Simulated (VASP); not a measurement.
A run of VASP 6.6.1:

The input INCAR:

```
SYSTEM = Co
PREC     = Accurate       ! precision mode
ENCUT    = 520            ! plane-wave cutoff, eV
EDIFF    = 1E-6           ! SCF threshold, eV
ISMEAR   = 0              ! smearing method
SIGMA    = 0.1            ! smearing width, eV
LREAL    = .FALSE.        ! projectors in reciprocal space
LASPH    = .TRUE.         ! aspherical terms in the spheres
NELM     = 150            ! most SCF steps
ALGO     = Normal         ! electronic algorithm
ISIF     = 2              ! what is computed and relaxed
LWAVE    = .FALSE.        ! write WAVECAR
LCHARG   = .FALSE.        ! write CHGCAR
ISPIN    = 2              ! spin polarisation
MAGMOM   = 1.93           ! initial moments
LORBIT   = 11             ! projections on sites
LMAXMIX  = 4              ! l up to which the mixer works
GGA      = PS             ! functional
NBANDS   = 14             ! bands
```

KPOINTS

```
regular mesh
0
G
  8 8 8
  0 0 0
```

POSCAR

```
Co
1.0
    0.0000000000      1.7366639905      1.7366639905
    1.7366639905      0.0000000000      1.7366639905
    1.7366639905      1.7366639905      0.0000000000
Co
1
Direct
    0.0000000000      0.0000000000      0.0000000000
```

Potentials or basis: VASP PAW PBE potentials, release 64 (Co).

Command:

```console
$ cat potpaw_PBE.64/Co/POTCAR > POTCAR
$ mpirun -np 1 vasp_std > vasp.out
```

Hardware: 1 thread of AMD EPYC 9R45 96-Core Processor (Zen 5) (shared host).

Q: Estimate the wall time of this run.

A: It took 5.2 s on 1 thread of AMD EPYC 9R45 96-Core Processor (Zen 5), with other jobs on the host, peak memory 0.09 GiB. Counts: scf iterations 12, k points 29.
